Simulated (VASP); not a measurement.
The system is BaTiO3.

```
Ba Ti O
1.0
     3.99410    0.00000    0.00000
     0.00000    3.99410    0.00000
     0.00000    0.00000    3.99410
Ba Ti O
1 1 3
Direct
  0.00000 0.00000 0.00000
  0.50000 0.50000 0.50000
  0.50000 0.00000 0.50000
  0.50000 0.50000 0.00000
  0.00000 0.50000 0.50000
```

Base run:

```yaml
Program: VASP 6.6.1
Functional: PBE
Potentials_or_basis: VASP PAW PBE potentials, release 64 (Ba_sv, Ti_sv, O_h)
Cutoff: 1340 eV
k_mesh: 6 × 6 × 6
Occupations: fermi-dirac, width 0.02 eV
Spin: no spin polarisation
```

Its results: band gap on the k mesh 1.76 eV (least direct gap 1.90 eV); pressure 4.6 GPa.

**Question.** The run is repeated on the same cell with these changes: functional from PBE to r2SCAN; cutoff from 1340 eV to 1480 eV; occupations from fermi-dirac, width 0.02 eV to gaussian, width 0.01 eV. What comes out?

**Answer.** Band gap on the k mesh 2.16 eV (least direct gap 2.30 eV); pressure 1.7 GPa.

Caveats: spin-orbit coupling is left out, which moves the levels of the heavy elements; the cell stands under pressure (at least some runs); the PAW data sets were made with another functional, which shifts forces and pressure a little (at least some runs).

A k mesh can miss the band edges.
